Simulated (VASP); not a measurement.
Write the native input for VASP 6.6.1 that does the following.

```
Task                      : relaxation of the atoms
Functional                : PBE
Potentials or basis       : VASP PAW PBE potentials, release 64 (Se, Zn)
Cutoff                    : 520 eV
k mesh                    : 2 × 2 × 1
Occupations               : gaussian, width 0.05 eV
Spin                      : no spin polarisation
Dipole correction         : yes
Atoms held fixed (from 0) : [0, 1, 2, 3, 8, 9, 10, 11]
Further INCAR settings    : LREAL = Auto; ALGO = Normal; EDIFF = 1e-06; IBRION = 2; EDIFFG = -0.03; NSW = 90
```

The structure of ZnSe lies in POSCAR:

```
ZnSe
1.0
    8.1060462700      0.0000000000      0.0000000000
   -4.0530231350      7.0200419941      0.0000000000
    0.0000000000      0.0000000000     20.1365994152
Se Zn
8 8
Selective dynamics
Direct
    0.5000000000      0.0000000000      0.3972865445  F F F
    0.5000000000      0.5000000000      0.3972865445  F F F
    0.0000000000      0.0000000000      0.3972865445  F F F
    0.0000000000      0.5000000000      0.3972865445  F F F
    0.6666666667      0.8333333333      0.5616280733  T T T
    0.6666666667      0.3333333333      0.5616280733  T T T
    0.1666666667      0.8333333333      0.5616280733  T T T
    0.1666666667      0.3333333333      0.5616280733  T T T
    0.1666666667      0.8333333333      0.4383719267  F F F
    0.1666666667      0.3333333333      0.4383719267  F F F
    0.6666666667      0.8333333333      0.4383719267  F F F
    0.6666666667      0.3333333333      0.4383719267  F F F
    0.3333333333      0.6666666667      0.6027134555  T T T
    0.3333333333      0.1666666667      0.6027134555  T T T
    0.8333333333      0.6666666667      0.6027134555  T T T
    0.8333333333      0.1666666667      0.6027134555  T T T
```

These files were run (other wordings do the same):

INCAR

```
  PREC = Accurate
  ENCUT = 520
  EDIFF = 1E-6
  ISMEAR = 0
  SIGMA = 0.05
  LREAL = Auto
  LASPH = T
  NELM = 100
  ALGO = Normal
  ISIF = 2
  LWAVE = F
  LCHARG = F
  LDIPOL = T
  IDIPOL = 3
  DIPOL = 0.5 0.5 0.500
  GGA = PE
  IBRION = 2
  NSW = 90
  EDIFFG = -0.03
  LUSENCCL = F
```

KPOINTS

```
Automatic mesh
0
Gamma
  2 2 1
```

Potentials or basis: VASP PAW PBE potentials, release 64 (Se, Zn).

Command:

```bash
$ cat potpaw_PBE.64/Se/POTCAR potpaw_PBE.64/Zn/POTCAR > POTCAR
$ mpirun -np 1 vasp_std > vasp.out
```

It gave:

- Energy gained by relaxing: 66.8 meV/atom
- Ionic steps: 5
- Band gap on the k mesh: 0.01 eV

Caveat: the k points lie up to 0.45 Å⁻¹ apart; the smearing spreads over this small gap; semilocal functionals underestimate gaps, and a narrow one can read as zero.

Wall time 4.1 min on 1 × NVIDIA H100 80GB with 1 thread of AMD EPYC 7R13 Processor (Zen 3), on a shared host, peak memory 1.7 GiB.
